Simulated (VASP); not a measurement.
# TiAl (P-6m2) in VASP: further runs, part 3 of 4

VASP 6.6.1. The steps go on from the part before.

## (5) Single point, PBE0

This run uses another cell than the first one, of 16.48 Å³/atom.

Contents of POSCAR:

```
TiAl
1.0
    2.8688000122      0.0000000000      0.0000000000
   -1.4344000061      2.4844536890      0.0000000000
    0.0000000000      0.0000000000      4.6234375025
Ti Al
1 1
Direct
    0.0000000000      0.0000000000      0.0000000000
    0.3333333333      0.6666666667      0.5000000000
```

Contents of INCAR.step1:

```
SYSTEM = TiAl
  PREC = Accurate
  ENCUT = 520
  EDIFF = 1E-5
  ISMEAR = -1
  SIGMA = 0.05
  LREAL = .False.
  LASPH = .True.
  NELM = 80
  ALGO = Normal
  ISIF = 2
  LWAVE = .True.
  LCHARG = .False.
  NBANDS = 14
  GGA = PE
```

Contents of INCAR.step2:

```
SYSTEM = TiAl
  PREC = Accurate
  ENCUT = 520
  EDIFF = 1E-6
  ISMEAR = -1
  SIGMA = 0.05
  LREAL = .False.
  LASPH = .True.
  NELM = 80
  ALGO = Normal
  ISIF = 2
  LWAVE = .False.
  LCHARG = .False.
  GGA = PE
  LHFCALC = .True.
  AEXX = 0.25
  PRECFOCK = Normal
  NBANDS = 14
  ISTART = 1
```

Contents of KPOINTS:

```
regular mesh
0
Gamma
  6 6 3
  0 0 0
```

Potentials or basis: VASP PAW PBE potentials, release 64 (Ti_sv, Al).

Started as:

```bash
cat potpaw_PBE.64/Ti_sv/POTCAR potpaw_PBE.64/Al/POTCAR > POTCAR
cp INCAR.step1 INCAR
mpirun -np 1 vasp_std > vasp.out
cp INCAR.step2 INCAR
mpirun -np 1 vasp_std > vasp.out
```

OUTCAR:

```text
SYSTEM = TiAl
   PREC = Accurate
   ENCUT = 520
   EDIFF = 1E-6
   ISMEAR = -1
   LREAL = .False.
   LASPH = .True.
   NELM = 80
   ISIF = 2
   GGA = PE
   LHFCALC = .True.
   AEXX = 0.25
   PRECFOCK = Normal
   ISTART = 1

 ion  position               nearest neighbor table
   1  0.000  0.000  0.000-   2 2.84   2 2.84   2 2.84   2 2.84   2 2.84   2 2.84
   2  0.333  0.667  0.500-   1 2.84   1 2.84   1 2.84   1 2.84   1 2.84   1 2.84

  LATTYP: Found a hexagonal cell.
 ALAT       =     2.8688000122
 C/A-ratio  =     1.6116276781

  Lattice vectors:

 A1 = (   2.8688000122,   0.0000000000,   0.0000000000)
 A2 = (  -1.4344000061,   2.4844536890,   0.0000000000)
 A3 = (   0.0000000000,   0.0000000000,   4.6234375025)

Analysis of symmetry for initial positions (statically):
=====================================================================
 Subroutine PRICEL returns:
 Original cell was already a primitive cell.

 Routine SETGRP: Setting up the symmetry group for a
 hexagonal supercell.

 Subroutine GETGRP returns: Found 12 space group operations
 (whereof 12 operations were pure point group operations)
 out of a pool of 24 trial point group operations.

The static configuration has the point symmetry D_3h.

Analysis of symmetry for dynamics (positions and initial velocities):
=====================================================================
 Subroutine PRICEL returns:
 Original cell was already a primitive cell.

 Routine SETGRP: Setting up the symmetry group for a
 hexagonal supercell.

 Subroutine GETGRP returns: Found 12 space group operations
 (whereof 12 operations were pure point group operations)
 out of a pool of 24 trial point group operations.

The dynamic configuration has the point symmetry D_3h.

 Subroutine INISYM returns: Found 12 space group operations
 (whereof 12 operations are pure point group operations),
 and found     1 'primitive' translations

----------------------------------------------------------------------------------------

                                     Primitive cell

  volume of cell :      32.9531

  direct lattice vectors                    reciprocal lattice vectors
     2.868800012  0.000000000  0.000000000     0.348577801  0.201251487  0.000000000
    -1.434400006  2.484453689  0.000000000     0.000000000  0.402502975  0.000000000
     0.000000000  0.000000000  4.623437502     0.000000000  0.000000000  0.216289287

  length of vectors
     2.868800012  2.868800012  4.623437502     0.402502975  0.402502975  0.216289287

  position of ions in fractional coordinates (direct lattice)
     0.000000000  0.000000000  0.000000000
     0.333333333  0.666666667  0.500000000

  ion indices of the primitive-cell ions
   primitive index   ion index
                 1           1
                 2           2

----------------------------------------------------------------------------------------

 KPOINTS: regular mesh

Automatic generation of k-mesh.
[... 39 lines left out ...]
   total plane-waves  NPLWV =  20736
   dimension x,y,z NGX =    24 NGY =   24 NGZ =   36
   dimension x,y,z NGXF=    48 NGYF=   48 NGZF=   72
   ions per type =               1   1
   NGX,Y,Z   is equivalent  to a cutoff of  13.91, 13.91, 12.94 a.u.
   NGXF,Y,Z  is equivalent  to a cutoff of  27.82, 27.82, 25.89 a.u.
 SYSTEM =  TiAl
   PREC   = accura    normal or accurate (medium, high low for compatibility)
   ISTART =      1    job   : 0-new  1-cont  2-samecut
   ICHARG =      0    charge: 1-file 2-atom 10-const
   ISPIN  =      1    spin polarized calculation?
   LNONCOLLINEAR =      F non collinear calculations
   LSORBIT =      F    spin-orbit coupling
   LASPH  =      T    aspherical Exc in radial PAW
   ENCUT  =  520.0 eV  38.22 Ry    6.18 a.u.   5.33  5.33  8.60*2*pi/ulx,y,z
   NELM   =     80;   NELMIN=  2; NELMDL=  0     # of ELM steps
   EDIFF  = 0.1E-05   stopping-criterion for ELM
   LREAL  =      F    real-space projection
   EDIFFG = 0.1E-04   stopping-criterion for IOM
   NSW    =      0    number of steps for IOM
   IBRION =     -1    ionic relax: 0-MD 1-quasi-New 2-CG
   NFREE  =      0    steps in history (QN), initial steepest desc. (CG)
   ISIF   =      2    stress and relaxation
   ISYM   =      3    0-nonsym 1-usesym 2-fastsym
   POTIM  = 0.5000    time-step for ionic-motion
   TEBEG  =    0.0;   TEEND  =   0.0 temperature during run
   PSTRESS=    0.0 pullay stress
   NELECT =      15.0000    total number of electrons
   NUPDOWN=      -1.0000    fix difference up-down
   EMIN   =  10.00;   EMAX   =-10.00  energy-range for DOS
   EFERMI =   0.00;   METHOD = LEGACY
   ISMEAR =    -1;   SIGMA  =   0.05  broadening in eV -4-tet -1-fermi 0-gaus
   EFERMI_NEDOS =   21; number of points for ismear=-14 and -15
   IALGO  =     38    algorithm
   IMIX   =      1    mixing-type and parameters
     AMIX     =   0.40;   BMIX     =  1.00
     AMIX_MAG =   1.60;   BMIX_MAG =  1.00
  volume/ion in A,a.u.               =      16.48       111.19
  Fermi-wavevector in a.u.,A,eV,Ry     =   1.259331  2.379790 21.577674  1.585914
  Thomas-Fermi vector in A             =   2.392896
   LORBIT       =      0    0 simple, 1 ext, 2 COOP (PROOUT), +10 PAW based schemes
   GGA     = PE    functional components
   LHFCALC =     T    Hartree Fock is set to
   PRECFOCK=normal    Normal, Fast or Accurate (Low or Medium for compatibility)
   ENCUT4O =  -1.0   cutoff for four orbital integrals eV
   NKREDX  =     1    reduce k-point grid by
   NKREDY  =     1    reduce k-point grid by
   NKREDZ  =     1    reduce k-point grid by
   AEXX    =    0.2500 exact exchange contribution
   HFSCREEN=    0.0000 screening length (either q_TF or 0.3 A-1)
   HFSCREENC=   0.0000 screening length for correlation (either q_TF or 0.3 A-1)
   ENCUTFOCK=  -1.0 apply spherical cutoff to Coloumb kernel
   IVDW    =     0    specifies the selected vdW correction
   LEPSILON=     F    determine dielectric tensor
   LRPA    =     F    only Hartree local field effects (RPA)
 non-spin polarized calculation
  energy-cutoff  :      520.00
  volume of cell :       32.95
 maximum number of plane-waves:       905
 NGX is ok and might be reduce to    24
  NGX = 18; NGY = 18; NGZ = 28

 number of electron      15.0000003 magnetization

 Free energy of the ion-electron system (eV)
  ---------------------------------------------------
  ext. energy  EPLUGINS =         0.00000000
  ---------------------------------------------------
  free energy    TOTEN  =       -15.49083619 eV

  energy without entropy =      -15.48827856  energy(sigma->0) =      -15.48955737

 E-fermi :   7.8056     XC(G=0):  -8.6492

 val. band max:        7.7251185367   @ k =   0.1667   0.1667   0.0000
 cond. band min:       8.2326682062   @ k =   0.3333   0.0000   0.3333
 fundamental gap:      0.5075496694
 Fermi energy:         7.8056042394

 k-point     1 :       0.0000    0.0000    0.0000
  band No.  band energies     occupation
      1     -53.9711      2.00000
      2     -28.6448      2.00000
      3     -28.1872      2.00000
      4     -28.1872      2.00000
      5      -2.8547      2.00000
      6       4.5573      2.00000
      7       5.2038      2.00000
      8      10.2113      0.00000
      9      10.2113      0.00000
     10      11.9908      0.00000
     11      11.9908      0.00000
     12      13.0500      0.00000
     13      22.2701      0.00000
     14      22.2701      0.00000
[... 207 lines left out ...]
      1     -53.8571      2.00000
      2     -28.6255      2.00000
      3     -28.6165      2.00000
      4     -28.5132      2.00000
      5       5.3030      2.00000
      6       5.3713      2.00000
      7       6.1029      2.00000
      8       6.5882      2.00000
      9       7.4306      1.99889
     10      10.8381      0.00000
     11      11.9500      0.00000
     12      12.8953      0.00000
     13      15.5370      0.00000
     14      15.9516      0.00000

------------------------ aborting loop because EDIFF is reached ----------------------------------------

  FORCE on cell =-STRESS in cart. coord.  units (eV):
  Direction    XX          YY          ZZ          XY          YZ          ZX
  --------------------------------------------------------------------------------------
  -------------------------------------------------------------------------------------
  Total       -0.0732235     -0.0732235     -0.0694198      0.0000000      0.0000000     -0.0000000
  in kB       -3.5601205     -3.5601205     -3.3751882      0.0000000      0.0000000     -0.0000000
  external PRESSURE =      -3.4984764 kB  Pullay stress =       0.0000000 kB

 VOLUME and BASIS-vectors are now :
 -----------------------------------------------------------------------------
  energy-cutoff  :      520.00
  volume of cell :       32.95
      direct lattice vectors                 reciprocal lattice vectors
     2.868800012  0.000000000  0.000000000     0.348577801  0.201251487  0.000000000
    -1.434400006  2.484453689  0.000000000     0.000000000  0.402502975  0.000000000
     0.000000000  0.000000000  4.623437502     0.000000000  0.000000000  0.216289287

 POSITION                                       TOTAL-FORCE (eV/Angst)
 -----------------------------------------------------------------------------------
      0.00000      0.00000      0.00000        -0.000000     -0.000000      0.000000
     -0.00000      1.65630      2.31172         0.000000      0.000000      0.000000
 -----------------------------------------------------------------------------------
    total drift:                               -0.000001      0.000000      0.000000

  FREE ENERGIE OF THE ION-ELECTRON SYSTEM (eV)
  ---------------------------------------------------
  free  energy   TOTEN  =       -15.4908361854 eV

  energy  without entropy=      -15.4882785552  energy(sigma->0) =      -15.48955737
```

Wall time 13 min (1 thread of Intel Xeon Platinum 8259CL at 2.50GHz (Skylake/Cascade Lake), shared host); peak memory 0.16 GiB.

Results:

| Quantity | Value |
| --- | --- |
| Free energy | -15.4908 eV |
| Pressure | -0.3 GPa |
| Band gap on the k mesh | zero (an odd number of electrons rules out a gap without spin polarisation) |

Caveat: the k points lie up to 0.45 Å⁻¹ apart, too coarse for converged energies and pressures of a metal; the PAW data sets were made with another functional, which shifts forces and pressure a little.

(Part 3 of 4 ends here.)
